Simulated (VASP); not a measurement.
Write the native input for VASP 6.6.1 that does the following.

```
Task                   : single point
Functional             : PBE
Potentials or basis    : VASP PAW PBE potentials, release 64 (Li_sv, Tb_3, H), 4f in core
Cutoff                 : 750 eV
k mesh                 : 8 × 8 × 8
Occupations            : gaussian, width 0.02 eV
Spin                   : no spin polarisation
Dipole correction      : no
Mended                 : yes
Further INCAR settings : ALGO = Normal; EDIFF = 1e-06; NBANDS = 17
```

The structure of LiTbH4 lies in POSCAR:

```
LiTbH4
1.0
    0.0000000000      2.9729853123      2.9729853123
    2.9729853123      0.0000000000      2.9729853123
    2.9729853123      2.9729853123      0.0000000000
Li Tb H
1 1 4
Direct
    0.2500000000      0.2500000000      0.2500000000
    0.0000000000      0.0000000000      0.0000000000
    0.6264418668      0.6264418668      0.1206743995
    0.6264418668      0.1206743995      0.6264418668
    0.1206743995      0.6264418668      0.6264418668
    0.6264418668      0.6264418668      0.6264418668
```

The cell was built from a structure type or drawn by symmetry, and may not be a known phase.

The input as run:

INCAR

```
SYSTEM = LiTbH4
PREC     = Accurate       ! precision mode
ENCUT    = 750            ! plane-wave cutoff, eV
EDIFF    = 1E-6           ! SCF threshold, eV
ISMEAR   = 0              ! smearing method
SIGMA    = 0.02           ! smearing width, eV
LREAL    = .False.        ! projectors in reciprocal space
LASPH    = .True.         ! aspherical terms in the spheres
NELM     = 200            ! most SCF steps
ALGO     = Normal         ! electronic algorithm
ISIF     = 2              ! what is computed and relaxed
LWAVE    = .False.        ! write WAVECAR
LCHARG   = .False.        ! write CHGCAR
GGA      = PE             ! functional
NBANDS   = 17             ! bands
GGA_COMPAT= .False.      
LMAXMIX  = 6              ! l up to which the mixer works
```

KPOINTS

```
regular mesh
0
Gamma
  8 8 8
  0 0 0
```

Potentials or basis: VASP PAW PBE potentials, release 64 (Li_sv, Tb_3, H), 4f in core.

Run with:

```console
$ cat potpaw_PBE.64/Li_sv/POTCAR potpaw_PBE.64/Tb_3/POTCAR potpaw_PBE.64/H/POTCAR > POTCAR
$ mpirun -np 1 vasp_std > vasp.out
```

It gave:

* Pressure: 0.0 GPa
* Band gap on the k mesh: 0.65 eV (least direct gap 0.86 eV)

Caveat: spin-orbit coupling is left out, which moves the levels of the heavy elements; the 4f electrons are frozen in the core, so they carry no moment and show no levels.

It took 61 s on 1 thread of Intel(R) Xeon(R) Platinum 8375C CPU @ 2.90GHz (Ice Lake), with other jobs on the host, peak memory 0.27 GiB.
